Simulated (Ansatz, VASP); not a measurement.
# Sr: VASP beside Ansatz

Contents of INCAR:

```
SYSTEM = Sr
PREC = Accurate
ENCUT = 520
EDIFF = 1E-6
ISMEAR = -1
SIGMA = 0.1
LREAL = .False.
LASPH = .True.
NELM = 80
ALGO = Normal
ISIF = 2
LWAVE = .False.
LCHARG = .False.
GGA = RP
NBANDS = 11
```

The input KPOINTS:

```
regular mesh
0
Gamma
  9 9 9
  0 0 0
```

The input POSCAR:

```
Sr
1.0
    4.0195535387      0.0000000000      0.0000000000
    0.0000000000      4.0195535387      0.0000000000
    0.0000000000      0.0000000000      4.0195535387
Sr
1
Direct
    0.0000000000      0.0000000000      0.0000000000
```

Input for Ansatz:

```yaml
crystal:
  lattice:
    - [4.0195535387, 0.0, 0.0]
    - [0.0, 4.0195535387, 0.0]
    - [0.0, 0.0, 4.0195535387]
  atoms:
    - { symbol: Sr, position: [0.0, 0.0, 0.0] }
hamiltonian:
  xc: rpbe
  pseudopotentials:
    kind: paw
    azcp:
      Sr: "pseudopotentials/Sr.paw.azcp"
basis:
  ecutwfc: 420
  fft_grid_basis: typed
kpoints:
  mp_grid: { grid: [9, 9, 9], shift: [0, 0, 0] }
magnetization:
  spin_polarized: false
scf:
  occupations: { method: fermi_dirac, width: 0.1 }
  lower_state_search: "off"
output:
  stress: true
```

Alike in both runs: task single point; functional RPBE; k mesh 9 × 9 × 9; occupations fermi-dirac, width 0.1 eV; no spin polarisation.

```csv
,VASP,Ansatz
version,VASP 6.6.1,Ansatz 0.2.0
potentials or method,"VASP PAW PBE potentials, release 64 (Sr_sv), cutoff 520 eV","plane waves (420 eV) with PAW, scalar-relativistic"
valence electrons in the cell,10,10
```

```tsv
	VASP	Ansatz	Ansatz less VASP
pressure (GPa)	-0.2	-0.2	0.00
```

VASP's potentials were made for PBE, not for RPBE. The functional is the same, so the differences come from potentials, cutoffs and numerics.
